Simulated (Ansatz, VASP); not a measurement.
One calculation of CdTe, two programs

```
Cd Te
1.0
     0.00000    3.25755    3.25755
     3.25755    0.00000    3.25755
     3.25755    3.25755    0.00000
Cd Te
1 1
Direct
  0.00000 0.00000 0.00000
  0.25000 0.25000 0.25000
```

Alike in both runs: task single point; functional PBE; k mesh 6 × 6 × 6; occupations gaussian, width 0.05 eV; non-collinear spin, spin-orbit coupling.

|  | VASP | Ansatz |
| --- | --- | --- |
| version | VASP 6.6.1 | Ansatz 0.2.0 |
| potentials or method | VASP PAW PBE potentials, release 64 (Cd, Te), cutoff 520 eV | plane waves, PAW |
| valence electrons in the cell | 18 | 36 |

Ansatz gave:

```
pressure (GPa)           : 1.9
net moment per atom (μB) : 0.00
```

Q: Estimate VASP's values.

A: Pressure (GPa): 2.0; net moment per atom (μB): 0.00.

VASP's potentials hold 18 valence electrons a cell and Ansatz's 36, so a difference there can come from the potentials and not from the codes.
